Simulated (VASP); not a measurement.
# TaGe4Pt (P6/mmm) in VASP: notebook

The runs below take TaGe4Pt through single point, relaxation of cell and atoms, with PBE.

Program: VASP 6.6.1. These are calculated values, not measurements. Logs are shortened: lines on timing, memory, paths and dates and some standing lists are left out, and cuts for length are marked.

### Step 1. The cell of the first run

It takes space group P6/mmm (No. 191, hexagonal). The conventional cell has a = 4.671 Å, b = 4.671 Å, c = 5.445 Å, α = 90.00°, β = 90.00°, γ = 120.00°. Within 3.6 Å of Ta (site symmetry 6/mmm) lie 2 Pt at 2.72 Å and 12 Ge at 3.03 Å. Within 3.6 Å of Ge (site symmetry 3m) lie 5 Ge at 2.69 to 2.75 Å and 3 Pt at 3.01 Å and 3 Ta at 3.03 Å. Within 3.6 Å of Pt (site symmetry 6/mmm) lie 2 Ta at 2.72 Å and 12 Ge at 3.01 Å.

### Step 2. Single point, PBE

INCAR

```
ALGO     = Normal         # electronic algorithm
EDIFF    = 1E-6           # SCF threshold, eV
ENCUT    = 520            # plane-wave cutoff, eV
GGA      = PE             # functional
ISIF     = 2              # what is computed and relaxed
ISMEAR   = 0              # smearing method
LASPH    = T              # aspherical terms in the spheres
LCHARG   = F              # write CHGCAR
LREAL    = F              # projectors in reciprocal space
LWAVE    = F              # write WAVECAR
NBANDS   = 48             # bands
NELM     = 80             # most SCF steps
PREC     = Accurate       # precision mode
SIGMA    = 0.2            # smearing width, eV
```

KPOINTS

```
k-points
0
Gamma
  5 5 2
```

POSCAR

```
TaGe4Pt
1.0
    4.6712252619     -0.0000000036      0.0000000000
   -2.3356126278      4.0453997454      0.0000000000
    0.0000000000      0.0000000000      5.4448351008
Ta Ge Pt
1 4 1
Direct
    0.0000000000      0.0000000000      0.0000000000
    0.3333333333      0.6666666667      0.2526542357
    0.3333333333      0.6666666667      0.7473457643
    0.6666666667      0.3333333333      0.7473457643
    0.6666666667      0.3333333333      0.2526542357
    0.0000000000      0.0000000000      0.5000000000
```

Potentials or basis: VASP PAW PBE potentials, release 64 (Ta_pv, Ge_d, Pt).

Launch:

```sh
> cat potpaw_PBE.64/Ta_pv/POTCAR potpaw_PBE.64/Ge_d/POTCAR potpaw_PBE.64/Pt/POTCAR > POTCAR
> mpirun -np 1 vasp_std > vasp.out
```

OUTCAR:

```text
EDIFF = 1E-6
   ENCUT = 520
   GGA = PE
   ISIF = 2
   ISMEAR = 0
   LASPH = T
   LREAL = F
   NELM = 80
   PREC = Accurate

 ion  position               nearest neighbor table
   1  0.000  0.000  0.000-   6 2.72   6 2.72   4 3.03   5 3.03   2 3.03   3 3.03   2 3.03   3 3.03
                             4 3.03   5 3.03   4 3.03   5 3.03   2 3.03   3 3.03
   2  0.333  0.667  0.253-   3 2.69   5 2.70   5 2.70   5 2.70   3 2.75   6 3.01   6 3.01   6 3.01
                             1 3.03   1 3.03   1 3.03
   3  0.333  0.667  0.747-   2 2.69   4 2.70   4 2.70   4 2.70   2 2.75   6 3.01   6 3.01   6 3.01
                             1 3.03   1 3.03   1 3.03
   4  0.667  0.333  0.747-   5 2.69   3 2.70   3 2.70   3 2.70   5 2.75   6 3.01   6 3.01   6 3.01
                             1 3.03   1 3.03   1 3.03
   5  0.667  0.333  0.253-   4 2.69   2 2.70   2 2.70   2 2.70   4 2.75   6 3.01   6 3.01   6 3.01
                             1 3.03   1 3.03   1 3.03
   6  0.000  0.000  0.500-   1 2.72   1 2.72   3 3.01   4 3.01   5 3.01   2 3.01   2 3.01   3 3.01
                             4 3.01   5 3.01   4 3.01   5 3.01   2 3.01   3 3.01

  LATTYP: Found a hexagonal cell.
 ALAT       =     4.6712252619
 C/A-ratio  =     1.1656117604

  Lattice vectors:

 A1 = (   4.6712252619,  -0.0000000036,   0.0000000000)
 A2 = (  -2.3356126278,   4.0453997454,   0.0000000000)
 A3 = (   0.0000000000,   0.0000000000,   5.4448351008)

Analysis of symmetry for initial positions (statically):
=====================================================================
 Subroutine PRICEL returns:
 Original cell was already a primitive cell.

 Routine SETGRP: Setting up the symmetry group for a
 hexagonal supercell.

 Subroutine GETGRP returns: Found 24 space group operations
 (whereof 24 operations were pure point group operations)
 out of a pool of 24 trial point group operations.

The static configuration has the point symmetry D_6h.

Analysis of symmetry for dynamics (positions and initial velocities):
=====================================================================
 Subroutine PRICEL returns:
 Original cell was already a primitive cell.

 Routine SETGRP: Setting up the symmetry group for a
 hexagonal supercell.

 Subroutine GETGRP returns: Found 24 space group operations
 (whereof 24 operations were pure point group operations)
 out of a pool of 24 trial point group operations.

The dynamic configuration has the point symmetry D_6h.

 Subroutine INISYM returns: Found 24 space group operations
 (whereof 24 operations are pure point group operations),
 and found     1 'primitive' translations

----------------------------------------------------------------------------------------

                                     Primitive cell

  volume of cell :     102.8909

  direct lattice vectors                    reciprocal lattice vectors
     4.671225262 -0.000000004  0.000000000     0.214076595  0.123597180  0.000000000
    -2.335612628  4.045399745  0.000000000     0.000000000  0.247194360  0.000000000
     0.000000000  0.000000000  5.444835101     0.000000000  0.000000000  0.183660291

  length of vectors
     4.671225262  4.671225262  5.444835101     0.247194360  0.247194360  0.183660291

  position of ions in fractional coordinates (direct lattice)
     0.000000000  0.000000000  0.000000000
     0.333333333  0.666666667  0.252654236
     0.333333333  0.666666667  0.747345764
     0.666666667  0.333333333  0.747345764
     0.666666667  0.333333333  0.252654236
     0.000000000  0.000000000  0.500000000

  ion indices of the primitive-cell ions
   primitive index   ion index
                 1           1
                 2           2
                 3           3
                 4           4
                 5           5
                 6           6

----------------------------------------------------------------------------------------

 KPOINTS: k-points

Automatic generation of k-mesh.
 Grid dimensions read from file:
 generate k-points for:    5    5    2

 Generating k-lattice:

  Cartesian coordinates                     Fractional coordinates (reciprocal lattice)
     0.042815319  0.024719436  0.000000000     0.200000000  0.000000000  0.000000000
     0.000000000  0.049438872  0.000000000     0.000000000  0.200000000  0.000000000
     0.000000000  0.000000000  0.091830146     0.000000000  0.000000000  0.500000000

  Length of vectors
     0.049438872  0.049438872  0.091830146

  Shift w.r.t. Gamma in fractional coordinates (k-lattice)
     0.000000000  0.000000000  0.000000000

 Subroutine IBZKPT returns following result:
 ===========================================

 Found     10 irreducible k-points:

 Following reciprocal coordinates:
            Coordinates               Weight
  0.000000  0.000000  0.000000      1.000000
  0.200000  0.000000  0.000000      6.000000
  0.400000  0.000000  0.000000      6.000000
  0.200000  0.200000  0.000000      6.000000
  0.400000  0.200000  0.000000      6.000000
  0.000000  0.000000  0.500000      1.000000
  0.200000  0.000000  0.500000      6.000000
  0.400000  0.000000  0.500000      6.000000
  0.200000  0.200000  0.500000      6.000000
  0.400000  0.200000  0.500000      6.000000
   k-points           NKPTS =     10   k-points in BZ     NKDIM =     10   number of bands    NBANDS=     48
   number of dos      NEDOS =    301   number of ions     NIONS =      6
   total plane-waves  NPLWV =  51840
   dimension x,y,z NGX =    36 NGY =   36 NGZ =   40
   dimension x,y,z NGXF=    72 NGYF=   72 NGZF=   80
   ions per type =               1   4   1
   NGX,Y,Z   is equivalent  to a cutoff of  12.81, 12.81, 12.21 a.u.
   NGXF,Y,Z  is equivalent  to a cutoff of  25.62, 25.62, 24.43 a.u.
 SYSTEM =  unknown system
   PREC   = accura    normal or accurate (medium, high low for compatibility)
   ISTART =      0    job   : 0-new  1-cont  2-samecut
   ICHARG =      2    charge: 1-file 2-atom 10-const
   ISPIN  =      1    spin polarized calculation?
   LNONCOLLINEAR =      F non collinear calculations
   LSORBIT =      F    spin-orbit coupling
   LASPH  =      T    aspherical Exc in radial PAW
   ENCUT  =  520.0 eV  38.22 Ry    6.18 a.u.   8.69  8.69 10.12*2*pi/ulx,y,z
   NELM   =     80;   NELMIN=  2; NELMDL= -5     # of ELM steps
   EDIFF  = 0.1E-05   stopping-criterion for ELM
   LREAL  =      F    real-space projection
   EDIFFG = 0.1E-04   stopping-criterion for IOM
   NSW    =      0    number of steps for IOM
   IBRION =     -1    ionic relax: 0-MD 1-quasi-New 2-CG
   NFREE  =      0    steps in history (QN), initial steepest desc. (CG)
   ISIF   =      2    stress and relaxation
   ISYM   =      2    0-nonsym 1-usesym 2-fastsym
   POTIM  = 0.5000    time-step for ionic-motion
   TEBEG  =    0.0;   TEEND  =   0.0 temperature during run
   PSTRESS=    0.0 pullay stress
   NELECT =      77.0000    total number of electrons
   NUPDOWN=      -1.0000    fix difference up-down
   EMIN   =  10.00;   EMAX   =-10.00  energy-range for DOS
   EFERMI =   0.00;   METHOD = LEGACY
   ISMEAR =     0;   SIGMA  =   0.20  broadening in eV -4-tet -1-fermi 0-gaus
   EFERMI_NEDOS =   21; number of points for ismear=-14 and -15
   IALGO  =     38    algorithm
   IMIX   =      4    mixing-type and parameters
     AMIX     =   0.40;   BMIX     =  1.00
     AMIX_MAG =   1.60;   BMIX_MAG =  1.00
  volume/ion in A,a.u.               =      17.15       115.72
  Fermi-wavevector in a.u.,A,eV,Ry     =   1.486321  2.808740 30.057330  2.209151
  Thomas-Fermi vector in A             =   2.599622
   LORBIT       =      0    0 simple, 1 ext, 2 COOP (PROOUT), +10 PAW based schemes
   GGA     = PE    functional components
   LHFCALC =     F    Hartree Fock is set to
   AEXX    =    0.0000 exact exchange contribution
   IVDW    =     0    specifies the selected vdW correction
   LEPSILON=     F    determine dielectric tensor
   LRPA    =     F    only Hartree local field effects (RPA)
 non-spin polarized calculation
 Gauss-broadening in eV      SIGMA  =   0.20
  energy-cutoff  :      520.00
  volume of cell :      102.89
 maximum number of plane-waves:      2781
 NGX is ok and might be reduce to    36
   NGX = 17   NGY = 17   NGZ = 21

 number of electron      76.9999955 magnetization

 Free energy of the ion-electron system (eV)
  ---------------------------------------------------
  ext. energy  EPLUGINS =         0.00000000
  ---------------------------------------------------
  free energy    TOTEN  =       -34.16430241 eV

  energy without entropy =      -34.05504352  energy(sigma->0) =      -34.10967296

 E-fermi :   8.0382     XC(G=0): -12.1307

 val. band max:        7.9602529207   @ k =   0.4000   0.2000   0.0000
 cond. band min:       8.0599648379   @ k =   0.2000   0.0000   0.0000
 fundamental gap:      0.0997119173
 Fermi energy:         8.0382372596

 k-point     1 :       0.0000    0.0000    0.0000
  band No.  band energies     occupation
      1     -26.8638      2.00000
      2     -26.8492      2.00000
      3     -26.8492      2.00000
      4     -16.9076      2.00000
      5     -16.8241      2.00000
      6     -16.8215      2.00000
[... 40 lines left out ...]
     47      13.5104      0.00000
     48      14.3004      0.00000

 k-point     2 :       0.2000    0.0000    0.0000
  band No.  band energies     occupation
      1     -26.8635      2.00000
      2     -26.8513      2.00000
      3     -26.8497      2.00000
      4     -16.9036      2.00000
      5     -16.8445      2.00000
      6     -16.8233      2.00000
[... 40 lines left out ...]
     47      12.8865      0.00000
     48      13.1495      0.00000

 k-point     3 :       0.4000    0.0000    0.0000
  band No.  band energies     occupation
      1     -26.8631      2.00000
      2     -26.8547      2.00000
      3     -26.8505      2.00000
      4     -16.8932      2.00000
      5     -16.8718      2.00000
      6     -16.8366      2.00000
[... 40 lines left out ...]
     47      13.7224      0.00000
     48      13.9911      0.00000

 k-point     4 :       0.2000    0.2000    0.0000
  band No.  band energies     occupation
      1     -26.8632      2.00000
      2     -26.8535      2.00000
      3     -26.8509      2.00000
      4     -16.8965      2.00000
      5     -16.8625      2.00000
      6     -16.8430      2.00000
[... 40 lines left out ...]
     47      13.6849      0.00000
     48      13.6851      0.00000

 k-point     5 :       0.4000    0.2000    0.0000
  band No.  band energies     occupation
      1     -26.8629      2.00000
      2     -26.8545      2.00000
      3     -26.8519      2.00000
      4     -16.8858      2.00000
      5     -16.8785      2.00000
      6     -16.8556      2.00000
[... 40 lines left out ...]
     47      13.5905      0.00000
     48      14.2602      0.00000

 k-point     6 :       0.0000    0.0000    0.5000
  band No.  band energies     occupation
      1     -26.8775      2.00000
      2     -26.8494      2.00000
      3     -26.8494      2.00000
      4     -16.8202      2.00000
      5     -16.8046      2.00000
      6     -16.7975      2.00000
[... 40 lines left out ...]
     47      11.9502      0.00000
     48      11.9502      0.00000

 k-point     7 :       0.2000    0.0000    0.5000
  band No.  band energies     occupation
      1     -26.8772      2.00000
      2     -26.8515      2.00000
      3     -26.8499      2.00000
      4     -16.8239      2.00000
      5     -16.8141      2.00000
      6     -16.8140      2.00000
[... 40 lines left out ...]
     47      12.1077      0.00000
     48      12.4835      0.00000

 k-point     8 :       0.4000    0.0000    0.5000
  band No.  band energies     occupation
      1     -26.8767      2.00000
      2     -26.8549      2.00000
      3     -26.8508      2.00000
      4     -16.8372      2.00000
      5     -16.8334      2.00000
      6     -16.8328      2.00000
[... 40 lines left out ...]
     47      13.1601      0.00000
     48      13.3798      0.00000

 k-point     9 :       0.2000    0.2000    0.5000
  band No.  band energies     occupation
      1     -26.8768      2.00000
      2     -26.8537      2.00000
      3     -26.8512      2.00000
      4     -16.8415      2.00000
      5     -16.8390      2.00000
      6     -16.8180      2.00000
[... 40 lines left out ...]
     47      11.6078      0.00000
     48      14.0326      0.00000

 k-point    10 :       0.4000    0.2000    0.5000
  band No.  band energies     occupation
      1     -26.8766      2.00000
      2     -26.8548      2.00000
      3     -26.8522      2.00000
      4     -16.8520      2.00000
      5     -16.8511      2.00000
      6     -16.8219      2.00000
[... 40 lines left out ...]
     47      12.4650      0.00000
     48      12.4723      0.00000

------------------------ aborting loop because EDIFF is reached ----------------------------------------

  FORCE on cell =-STRESS in cart. coord.  units (eV):
  Direction    XX          YY          ZZ          XY          YZ          ZX
  --------------------------------------------------------------------------------------
  -------------------------------------------------------------------------------------
  Total        0.3772238      0.3772238      0.3157756      0.0000000      0.0000000      0.0000000
  in kB        5.8739836      5.8739836      4.9171359      0.0000000      0.0000000      0.0000000
  external PRESSURE =       5.5550343 kB  Pullay stress =       0.0000000 kB

 VOLUME and BASIS-vectors are now :
 -----------------------------------------------------------------------------
  energy-cutoff  :      520.00
  volume of cell :      102.89
      direct lattice vectors                 reciprocal lattice vectors
     4.671225262 -0.000000004  0.000000000     0.214076595  0.123597180  0.000000000
    -2.335612628  4.045399745  0.000000000     0.000000000  0.247194360  0.000000000
     0.000000000  0.000000000  5.444835101     0.000000000  0.000000000  0.183660291

 POSITION                                       TOTAL-FORCE (eV/Angst)
 -----------------------------------------------------------------------------------
      0.00000      0.00000      0.00000         0.000000      0.000000      0.000000
      0.00000      2.69693      1.37566        -0.000000      0.000000      0.013788
      0.00000      2.69693      4.06917        -0.000000      0.000000     -0.013788
      2.33561      1.34847      4.06917         0.000000     -0.000000     -0.013788
      2.33561      1.34847      1.37566         0.000000     -0.000000      0.013788
      0.00000      0.00000      2.72242         0.000000      0.000000      0.000000
 -----------------------------------------------------------------------------------
    total drift:                                0.000000      0.000000      0.000000

  FREE ENERGIE OF THE ION-ELECTRON SYSTEM (eV)
  ---------------------------------------------------
  free  energy   TOTEN  =       -34.1643024104 eV

  energy  without entropy=      -34.0550435176  energy(sigma->0) =      -34.10967296
```

Run time: 31 s. Hardware: 1 thread of AMD EPYC 9R45 (Zen 5), shared host; peak memory 0.2 GiB.

What came out:

| Quantity | Value |
| --- | --- |
| Free energy | -34.1643 eV |
| Pressure | 0.6 GPa |
| Largest force | 0.014 eV/Å |

Forces on the atoms (eV/Å):
```
Ta   0.000  0.000  0.000
Ge   0.000  0.000  0.014
Ge   0.000  0.000 -0.014
Ge   0.000  0.000 -0.014
Ge   0.000  0.000  0.014
Pt   0.000  0.000  0.000
```

Caveat: the k points lie up to 0.58 Å⁻¹ apart; spin-orbit coupling is left out, which moves the levels of the heavy elements.

### Step 3. Relaxation of cell and atoms, PBE

This run uses another cell than the first one, of 17.55 Å³/atom, 1.024 times its volume.

INCAR

```
SYSTEM = TaGe4Pt
ALGO     = Normal         ! electronic algorithm
EDIFF    = 1E-7           ! SCF threshold, eV
EDIFFG   = -0.08          ! ionic threshold
ENCUT    = 600            ! plane-wave cutoff, eV
GGA      = PE             ! functional
IBRION   = 2              ! ionic algorithm
ISIF     = 3              ! what is computed and relaxed
ISMEAR   = 0              ! smearing method
LASPH    = .True.         ! aspherical terms in the spheres
LCHARG   = .False.        ! write CHGCAR
LREAL    = .False.        ! projectors in reciprocal space
LWAVE    = .False.        ! write WAVECAR
NELM     = 60             ! most SCF steps
NSW      = 36             ! ionic steps
PREC     = Accurate       ! precision mode
SIGMA    = 0.2            ! smearing width, eV
```

KPOINTS

```
k-points
0
Gamma
  5 5 2
  0 0 0
```

POSCAR

```
TaGe4Pt
1.0
    3.7054165500      0.0000000000      0.0000000000
   -1.8527082700      3.2089848600      0.0000000000
    0.0000000000      0.0000000000      8.8569560700
Ta Ge Pt
1 4 1
Direct
    0.0000000000      0.0000000000      0.0000000000
    0.3333333300      0.6666666700      0.1858685500
    0.3333333300      0.6666666700      0.8141314500
    0.6666666700      0.3333333300      0.8141314500
    0.6666666700      0.3333333300      0.1858685500
    0.0000000000      0.0000000000      0.5000000000
```

Potentials or basis: VASP PAW PBE potentials, release 64 (Ta_pv, Ge_d, Pt).

Launch:

```sh
> cat potpaw_PBE.64/Ta_pv/POTCAR potpaw_PBE.64/Ge_d/POTCAR potpaw_PBE.64/Pt/POTCAR > POTCAR
> mpirun -np 1 vasp_std > vasp.out
```

Run time: 17 min. Hardware: 1 thread of AMD EPYC 9R45 (Zen 5), shared host; peak memory 0.26 GiB.

Results (log left out):

```yaml
Free_energy: -34.1310 eV
Relaxed_volume: 17.29 Å³/atom
Relaxed_cell: a = 4.690 Å, b = 4.690 Å, c = 5.447 Å, α = 90.00°, β = 90.00°, γ = 120.00°
Space_group_after_relaxing_to_0.05_Å: P6/mmm (No. 191)
Energy_gained_by_relaxing: 1432.6 meV/atom
Ionic_steps: 30
Pressure_after_relaxing: -0.4 GPa
Largest_force_after_relaxing: 0.047 eV/Å
```

Forces on the atoms (eV/Å):
```
Ta   0.000  0.000  0.000
Ge   0.000  0.000 -0.047
Ge   0.000  0.000  0.047
Ge   0.000  0.000  0.047
Ge   0.000  0.000 -0.047
Pt   0.000  0.000  0.000
```

Stress tensor (GPa, compression positive):
```
-0.65  0.00  0.00
 0.00 -0.65  0.00
 0.00  0.00 -0.04
```

Step by step:
```tsv
step	energy change (eV)	largest force (eV/Å)	pressure (GPa)	volume (Å³)
1	0.0000	2.5239	37.17	105.31
2	-1.9137	0.4217	-10.70	179.35
3	-3.6275	0.3509	-1.82	140.00
4	-3.6279	0.3781	-1.46	139.24
5	-3.8954	0.4883	-1.35	136.14
6	-5.1618	0.7106	-1.43	125.85
7	-7.5653	1.8216	7.80	100.68
8	-6.2005	4.3084	36.00	89.26
9	-7.5356	1.9491	10.23	99.09
10	-7.3281	2.7475	19.72	94.26
11	-7.5017	2.2119	13.91	96.89
12	-7.5758	2.1805	13.98	96.81
13	-7.7339	2.1705	14.78	96.49
14	-7.5751	2.2312	19.34	95.56
15	-7.7559	2.2495	15.71	96.24
16	-7.9076	1.9702	13.52	97.28
17	-8.2459	1.2478	7.75	100.42
18	-8.4856	0.2398	-0.98	106.89
19	-8.4855	0.2658	-0.75	106.67
20	-8.4886	0.2492	-0.64	106.50
21	-8.4960	0.2052	-0.31	105.98
22	-8.5053	0.1459	0.36	104.94
23	-8.5102	0.1351	1.88	102.89
24	-8.5152	0.1405	1.75	102.89
25	-8.5320	0.1524	1.37	102.89
26	-8.5686	0.0812	0.86	102.87
27	-8.5730	0.3883	0.78	102.79
28	-8.5877	0.1652	0.65	102.84
29	-8.5925	0.1160	0.18	103.19
30	-8.5955	0.0466	-0.45	103.73
```

Final structure:
```
Ta Ge Pt
1.0
     4.68953    0.00000    0.00000
    -2.34477    4.06126    0.00000
     0.00000    0.00000    5.44663
Ta Ge Pt
1 4 1
Direct
  0.00000 0.00000 0.00000
  0.33333 0.66667 0.25358
  0.33333 0.66667 0.74642
  0.66667 0.33333 0.74642
  0.66667 0.33333 0.25358
  0.00000 0.00000 0.50000
```

Levels at points of the mesh, in eV from the Fermi level:
```csv
k point,band 36,band 37,band 38,band 39,band 40,band 41
"(0.00, 0.00, 0.00)",-0.94,-0.85,-0.85,-0.71,-0.71,0.87
"(0.00, 0.00, 0.50)",-1.99,-1.99,-0.87,0.05,0.05,0.76
```

Caveat: the k points lie up to 0.58 Å⁻¹ apart in the final cell; spin-orbit coupling is left out, which moves the levels of the heavy elements; the relaxation stopped at a loose force limit of 0.08 eV/Å, so its end isn't a converged minimum.
